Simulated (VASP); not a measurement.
# Nb3Ag (P4/mmm) in VASP: density of states with LDA

Aim: the density of states of Nb3Ag with LDA.

All numbers are computed with VASP 6.6.1; they aren't measurements. Logs are shortened: lines on timing, memory, paths and dates and some standing lists are left out, and cuts for length are marked.

## 1. The cell of the first run

It takes space group P4/mmm (No. 123, tetragonal). The conventional cell has a = 4.255 Å, b = 4.255 Å, c = 4.014 Å, α = 90.00°, β = 90.00°, γ = 90.00°. Nb (site symmetry mmm) has 8 Nb at 2.92 to 3.01 Å and 4 Ag at 2.92 Å within 3.9 Å. Nb (site symmetry 4/mmm) has 8 Nb at 2.92 Å and 4 Ag at 3.01 Å within 3.9 Å. Ag (site symmetry 4/mmm) has 12 Nb at 2.92 to 3.01 Å within 3.9 Å.

## 2. Density of states, LDA

File POSCAR:

```
Nb3Ag
1.0
    4.2550275200      0.0000000000      0.0000000000
    0.0000000000      4.2550275200      0.0000000000
    0.0000000000      0.0000000000      4.0141768900
Nb Ag
3 1
Direct
    0.0000000000      0.5000000000      0.5000000000
    0.5000000000      0.0000000000      0.5000000000
    0.5000000000      0.5000000000      0.0000000000
    0.0000000000      0.0000000000      0.0000000000
```

File INCAR.step1:

```
SYSTEM = Nb3Ag
ALGO = Normal ; EDIFF = 1E-6
ENCUT = 400 ; GGA_COMPAT = .False.
ISIF = 2 ; ISMEAR = -1
LASPH = .True. ; LCHARG = .True.
LMAXMIX = 4 ; LORBIT = 11
LREAL = .False. ; LWAVE = .False.
NBANDS = 33 ; NEDOS = 2001
NELM = 120 ; PREC = Accurate
SIGMA = 0.1
```

File KPOINTS.step1:

```
k-points
0
Gamma
  8 8 8
  0 0 0
```

File INCAR.step2:

```
SYSTEM = Nb3Ag
ALGO = Normal ; EDIFF = 1E-6
ENCUT = 400 ; GGA_COMPAT = .False.
ICHARG = 11 ; ISIF = 2
ISMEAR = -5 ; LASPH = .True.
LCHARG = .False. ; LMAXMIX = 4
LORBIT = 10 ; LREAL = .False.
LWAVE = .False. ; NEDOS = 1001
NELM = 120 ; PREC = Accurate
SIGMA = 0.1
```

File KPOINTS.step2:

```
k-points
0
Gamma
  12 12 12
  0 0 0
```

Potentials or basis: VASP PAW LDA potentials, release 64 (Nb_sv, Ag).

Command:

```
cat potpaw_LDA.64/Nb_sv/POTCAR potpaw_LDA.64/Ag/POTCAR > POTCAR
cp INCAR.step1 INCAR
cp KPOINTS.step1 KPOINTS
mpirun -np 1 vasp_std > vasp.out
cp INCAR.step2 INCAR
cp KPOINTS.step2 KPOINTS
mpirun -np 1 vasp_std > vasp.out
```

OUTCAR:

```text
SYSTEM = Nb3Ag
   EDIFF = 1E-6
   ENCUT = 400
   ICHARG = 11
   ISIF = 2
   ISMEAR = -5
   LASPH = .True.
   LORBIT = 10
   LREAL = .False.
   NELM = 120
   PREC = Accurate

 ion  position               nearest neighbor table
   1  0.000  0.500  0.500-   3 2.92   4 2.92   3 2.92   4 2.92   4 2.92   4 2.92   3 2.92   3 2.92
                             2 3.01   2 3.01   2 3.01   2 3.01
   2  0.500  0.000  0.500-   3 2.92   4 2.92   3 2.92   4 2.92   3 2.92   3 2.92   4 2.92   4 2.92
                             1 3.01   1 3.01   1 3.01   1 3.01
   3  0.500  0.500  0.000-   1 2.92   2 2.92   1 2.92   2 2.92   2 2.92   2 2.92   1 2.92   1 2.92
                             4 3.01   4 3.01   4 3.01   4 3.01
   4  0.000  0.000  0.000-   1 2.92   2 2.92   1 2.92   2 2.92   1 2.92   1 2.92   2 2.92   2 2.92
                             3 3.01   3 3.01   3 3.01   3 3.01

  LATTYP: Found a simple tetragonal cell.
 ALAT       =     4.2550275200
 C/A-ratio  =     0.9433962227

  Lattice vectors:

 A1 = (   4.2550275200,   0.0000000000,   0.0000000000)
 A2 = (   0.0000000000,   4.2550275200,   0.0000000000)
 A3 = (   0.0000000000,   0.0000000000,   4.0141768900)

Analysis of symmetry for initial positions (statically):
=====================================================================
 Subroutine PRICEL returns:
 Original cell was already a primitive cell.

 Routine SETGRP: Setting up the symmetry group for a
 simple tetragonal supercell.

 Subroutine GETGRP returns: Found 16 space group operations
 (whereof 16 operations were pure point group operations)
 out of a pool of 16 trial point group operations.

The static configuration has the point symmetry D_4h.

Analysis of symmetry for dynamics (positions and initial velocities):
=====================================================================
 Subroutine PRICEL returns:
 Original cell was already a primitive cell.

 Routine SETGRP: Setting up the symmetry group for a
 simple tetragonal supercell.

 Subroutine GETGRP returns: Found 16 space group operations
 (whereof 16 operations were pure point group operations)
 out of a pool of 16 trial point group operations.

The dynamic configuration has the point symmetry D_4h.

 Subroutine INISYM returns: Found 16 space group operations
 (whereof 16 operations are pure point group operations),
 and found     1 'primitive' translations

----------------------------------------------------------------------------------------

                                     Primitive cell

  volume of cell :      72.6777

  direct lattice vectors                    reciprocal lattice vectors
     4.255027520  0.000000000  0.000000000     0.235016106  0.000000000  0.000000000
     0.000000000  4.255027520  0.000000000     0.000000000  0.235016106  0.000000000
     0.000000000  0.000000000  4.014176890     0.000000000  0.000000000  0.249117074

  length of vectors
     4.255027520  4.255027520  4.014176890     0.235016106  0.235016106  0.249117074

  position of ions in fractional coordinates (direct lattice)
     0.000000000  0.500000000  0.500000000
     0.500000000  0.000000000  0.500000000
     0.500000000  0.500000000  0.000000000
     0.000000000  0.000000000  0.000000000

  ion indices of the primitive-cell ions
   primitive index   ion index
                 1           1
                 2           2
                 3           3
                 4           4

----------------------------------------------------------------------------------------

 KPOINTS: k-points

Automatic generation of k-mesh.
 Grid dimensions read from file:
 generate k-points for:   12   12   12

 Generating k-lattice:

  Cartesian coordinates                     Fractional coordinates (reciprocal lattice)
     0.019584676  0.000000000  0.000000000     0.083333333  0.000000000  0.000000000
     0.000000000  0.019584676  0.000000000     0.000000000  0.083333333  0.000000000
     0.000000000  0.000000000  0.020759756     0.000000000  0.000000000  0.083333333

  Length of vectors
     0.019584676  0.019584676  0.020759756

  Shift w.r.t. Gamma in fractional coordinates (k-lattice)
     0.000000000  0.000000000  0.000000000

 TETIRR: Found   2592 inequivalent tetrahedra from    10368

 Subroutine IBZKPT returns following result:
 ===========================================

 Found    196 irreducible k-points:

 Following reciprocal coordinates:
            Coordinates               Weight
  0.000000  0.000000  0.000000      1.000000
  0.083333  0.000000  0.000000      4.000000
  0.166667  0.000000  0.000000      4.000000
  0.250000  0.000000  0.000000      4.000000
  0.333333  0.000000  0.000000      4.000000
  0.416667  0.000000  0.000000      4.000000
[... 16 lines left out ...]
  0.333333  0.333333  0.000000      4.000000
  0.416667  0.333333  0.000000      8.000000
 [... further k-points ...]
   k-points           NKPTS =    196   k-points in BZ     NKDIM =    196   number of bands    NBANDS=     30
   number of dos      NEDOS =   1001   number of ions     NIONS =      4
   total plane-waves  NPLWV =  21952
   dimension x,y,z NGX =    28 NGY =   28 NGZ =   28
   dimension x,y,z NGXF=    56 NGYF=   56 NGZF=   56
   ions per type =               3   1
   NGX,Y,Z   is equivalent  to a cutoff of  10.94, 10.94, 11.60 a.u.
   NGXF,Y,Z  is equivalent  to a cutoff of  21.88, 21.88, 23.19 a.u.
 SYSTEM =  Nb3Ag
   PREC   = accura    normal or accurate (medium, high low for compatibility)
   ISTART =      0    job   : 0-new  1-cont  2-samecut
   ICHARG =     11    charge: 1-file 2-atom 10-const
   ISPIN  =      1    spin polarized calculation?
   LNONCOLLINEAR =      F non collinear calculations
   LSORBIT =      F    spin-orbit coupling
   LASPH  =      T    aspherical Exc in radial PAW
   ENCUT  =  400.0 eV  29.40 Ry    5.42 a.u.   6.94  6.94  6.55*2*pi/ulx,y,z
   NELM   =    120;   NELMIN=  2; NELMDL=  0     # of ELM steps
   EDIFF  = 0.1E-05   stopping-criterion for ELM
   LREAL  =      F    real-space projection
   EDIFFG = 0.1E-04   stopping-criterion for IOM
   NSW    =      0    number of steps for IOM
   IBRION =     -1    ionic relax: 0-MD 1-quasi-New 2-CG
   NFREE  =      0    steps in history (QN), initial steepest desc. (CG)
   ISIF   =      2    stress and relaxation
   ISYM   =      2    0-nonsym 1-usesym 2-fastsym
   POTIM  = 0.5000    time-step for ionic-motion
   TEBEG  =    0.0;   TEEND  =   0.0 temperature during run
   PSTRESS=    0.0 pullay stress
   NELECT =      50.0000    total number of electrons
   NUPDOWN=      -1.0000    fix difference up-down
   EMIN   =  10.00;   EMAX   =-10.00  energy-range for DOS
   EFERMI =   0.00;   METHOD = LEGACY
   ISMEAR =    -5;   SIGMA  =   0.10  broadening in eV -4-tet -1-fermi 0-gaus
   EFERMI_NEDOS =   21; number of points for ismear=-14 and -15
   IALGO  =     38    algorithm
   IMIX   =      4    mixing-type and parameters
     AMIX     =   0.40;   BMIX     =  1.00
     AMIX_MAG =   1.60;   BMIX_MAG =  1.00
  volume/ion in A,a.u.               =      18.17       122.61
  Fermi-wavevector in a.u.,A,eV,Ry     =   1.445210  2.731052 28.417579  2.088633
  Thomas-Fermi vector in A             =   2.563418
   LORBIT       =     10    0 simple, 1 ext, 2 COOP (PROOUT), +10 PAW based schemes
   GGA     = CA    functional components
   LHFCALC =     F    Hartree Fock is set to
   AEXX    =    0.0000 exact exchange contribution
   IVDW    =     0    specifies the selected vdW correction
   LEPSILON=     F    determine dielectric tensor
   LRPA    =     F    only Hartree local field effects (RPA)
 non-spin polarized calculation
 Fermi weights with tetrahedron method with Bloechl corrections
  energy-cutoff  :      400.00
  volume of cell :       72.68
 maximum number of plane-waves:      1340
 NGX is ok and might be reduce to    28

 number of electron      49.9999984 magnetization

 Free energy of the ion-electron system (eV)
  ---------------------------------------------------
  ext. energy  EPLUGINS =         0.00000000
  ---------------------------------------------------
  free energy    TOTEN  =       -36.47296754 eV

  energy without entropy =      -36.47296754  energy(sigma->0) =      -36.47296754

 E-fermi :  10.3007     XC(G=0): -12.5869

 val. band max:       10.3669973528   @ k =   0.0833   0.0833   0.5000
 cond. band min:      10.2721185121   @ k =   0.5000   0.3333   0.2500
 fundamental gap:     -0.0948788407
 Fermi energy:        10.3006595171

 k-point     1 :       0.0000    0.0000    0.0000
  band No.  band energies     occupation
      1     -44.1605      2.00000
      2     -43.9838      2.00000
      3     -43.8695      2.00000
      4     -20.7185      2.00000
      5     -20.7185      2.00000
      6     -20.6985      2.00000
[... 22 lines left out ...]
     29      12.9306      0.00000
     30      13.7305      0.00000

 k-point     2 :       0.0833    0.0000    0.0000
  band No.  band energies     occupation
      1     -44.1573      2.00000
      2     -43.9859      2.00000
      3     -43.8706      2.00000
      4     -20.7110      2.00000
      5     -20.7054      2.00000
      6     -20.6903      2.00000
[... 22 lines left out ...]
     29      13.3897      0.00000
     30      13.5992      0.00000

 k-point     3 :       0.1667    0.0000    0.0000
  band No.  band energies     occupation
      1     -44.1481      2.00000
      2     -43.9922      2.00000
      3     -43.8736      2.00000
      4     -20.6896      2.00000
      5     -20.6673      2.00000
      6     -20.6667      2.00000
[... 682 lines left out ...]
     29      12.1294      0.00000
     30      12.5491      0.00000

 k-point    24 :       0.4167    0.3333    0.0000
  band No.  band energies     occupation
      1     -44.0655      2.00000
      2     -44.0361      2.00000
      3     -43.9120      2.00000
      4     -20.6295      2.00000
      5     -20.5496      2.00000
      6     -20.4203      2.00000
[... 22 lines left out ...]
     29      11.6625      0.00000
     30      12.2042      0.00000

 [... further k-points ...]
[... 5 lines left out ...]
  --------------------------------------------------------------------------------------
  -------------------------------------------------------------------------------------
  Total       -5.3189682     -5.3189682     -6.7261878      0.0000000      0.0000000      0.0000000
  in kB     -117.2564458   -117.2564458   -148.2785448      0.0000000      0.0000000      0.0000000
  external PRESSURE =    -127.5971455 kB  Pullay stress =       0.0000000 kB

 VOLUME and BASIS-vectors are now :
 -----------------------------------------------------------------------------
  energy-cutoff  :      400.00
  volume of cell :       72.68
      direct lattice vectors                 reciprocal lattice vectors
     4.255027520  0.000000000  0.000000000     0.235016106  0.000000000  0.000000000
     0.000000000  4.255027520  0.000000000     0.000000000  0.235016106  0.000000000
     0.000000000  0.000000000  4.014176890     0.000000000  0.000000000  0.249117074

 POSITION                                       TOTAL-FORCE (eV/Angst)
 -----------------------------------------------------------------------------------
      0.00000      2.12751      2.00709         0.000000      0.000000      0.000000
      2.12751      0.00000      2.00709         0.000000      0.000000      0.000000
      2.12751      2.12751      0.00000         0.000000      0.000000      0.000000
      0.00000      0.00000      0.00000         0.000000      0.000000      0.000000
 -----------------------------------------------------------------------------------
    total drift:                                0.000000      0.000000      0.000000

  FREE ENERGIE OF THE ION-ELECTRON SYSTEM (eV)
  ---------------------------------------------------
  free  energy   TOTEN  =       -36.4729675422 eV

  energy  without entropy=      -36.4729675422  energy(sigma->0) =      -36.47296754

 total charge

# of ion       s       p       d       tot
------------------------------------------
    1        2.208   5.986   2.450  10.643
    2        2.208   5.986   2.450  10.643
    3        2.213   5.982   2.487  10.682
    4        0.550   0.528   8.991  10.068
--------------------------------------------------
tot          7.178  18.480  16.378  42.036
```

Run time: 2.8 min. Hardware: 1 thread of Intel Xeon Platinum 8488C (Sapphire Rapids), shared host; peak memory 0.34 GiB.

Results:

```yaml
Valence_electrons_inside_the_program's_atomic_spheres: Nb 10.64, 10.68; Ag 10.07
```

Levels at points of the mesh, in eV from the Fermi level:
```csv
k point,band 21,band 22,band 23,band 24,band 25,band 26,band 27,band 28,band 29,band 30
"(0.00, 0.00, 0.00)",-1.74,-1.61,-1.03,-0.68,2.45,2.45,2.51,2.63,2.63,3.43
"(0.50, 0.00, 0.00)",-1.95,-1.59,-1.18,0.34,0.37,0.42,0.51,1.11,1.97,2.01
"(0.50, 0.50, 0.00)",-1.48,-1.48,-1.09,-1.09,-0.84,0.67,0.67,1.19,1.19,1.30
"(0.00, 0.00, 0.50)",-1.85,-1.50,-1.50,0.28,0.28,0.35,1.12,1.67,1.69,1.74
"(0.50, 0.00, 0.50)",-1.84,-1.30,-1.21,-1.13,-1.01,0.55,0.57,1.45,1.47,1.52
"(0.50, 0.50, 0.50)",-1.82,-0.41,0.14,0.14,0.65,0.76,0.76,1.71,2.09,2.34
```

Caveat: tetrahedron occupations give inexact forces and stress in metals.
